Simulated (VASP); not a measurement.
Crystal: Au.

```
CELL_PARAMETERS angstrom
2.90000 0.00000 0.00000
-1.45000 2.51147 0.00000
0.00000 0.00000 4.88000
ATOMIC_POSITIONS crystal
Au 0.33333 0.66667 0.75000
Au 0.66667 0.33333 0.25000
```

This isn't the form of Au at room conditions, which is fcc.

- Program: VASP 6.6.1
- Task: relaxation of volume and atoms at fixed shape
- Functional: PBEsol
- Potentials or basis: VASP PAW PBE potentials, release 64 (Au)
- Cutoff: 600 eV
- k mesh: 16 × 16 × 9
- Occupations: gaussian, width 0.05 eV
- Spin: no spin polarisation

At the start: pressure -6.5 GPa; volume 17.77 Å³/atom.

How do energy, volume and symmetry change on relaxing?

Over 3 steps the energy falls by 16.0 meV/atom and the volume is 17.03 Å³/atom (-4.2 %); space group P6_3/mmc (No. 194, to 0.1 Å) before and after.

The path:
| step | energy change (eV) | largest force (eV/Å) | pressure (GPa) | volume (Å³) |
| --- | --- | --- | --- | --- |
| 1 | 0.0000 | 0.0000 | -6.48 | 35.54 |
| 2 | 0.0457 | 0.0000 | 12.96 | 31.97 |
| 3 | -0.0320 | 0.0000 | -0.12 | 34.06 |

Final structure:
```xyz
2
Lattice="2.8592 0.0000 0.0000 -1.4296 2.4761 0.0000 0.0000 0.0000 4.8113" Properties=species:S:1:pos:R:3 pbc="T T T"
Au    0.0000    1.6508    3.6085
Au    1.4296    0.8254    1.2028
```

Caveat: the PAW data sets were made with another functional, which shifts forces and pressure a little.
